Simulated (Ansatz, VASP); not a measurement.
**BP: VASP beside Ansatz**

```
CELL_PARAMETERS angstrom
0.00000 2.08748 2.45052
2.08748 0.00000 2.45052
2.08748 2.08748 0.00000
ATOMIC_POSITIONS crystal
B 0.00000 0.00000 0.00000
P 0.75000 0.75000 0.75000
```

Change from the starting cell: strain -0.080 along x and y, +0.080 along z, atoms carried along.

Alike in both runs: task single point; functional r2SCAN; k mesh 10 × 10 × 10; occupations gaussian, width 0.05 eV; no spin polarisation.

```csv
,VASP,Ansatz
version,VASP 6.6.1,Ansatz 0.2.0
potentials or method,"VASP PAW PBE potentials, release 64 (B, P), cutoff 520 eV","scalar-relativistic, plane waves, PAW"
valence electrons in the cell,8,8
```

|  | VASP | Ansatz | Ansatz less VASP |
| --- | --- | --- | --- |
| gap on the k mesh at the Fermi level (eV) | none | none | - |
| pressure (GPa) | 16.7 | 17.2 | +0.60 |
| traceless stress, the component that is largest in VASP (GPa) | -40.29 | -40.05 | +0.246 |

VASP's potentials were made for PBE, not for r2SCAN. A gap of «none» marks a metal or a gap that the smearing closes. The functional is the same, so the differences come from potentials, cutoffs and numerics.
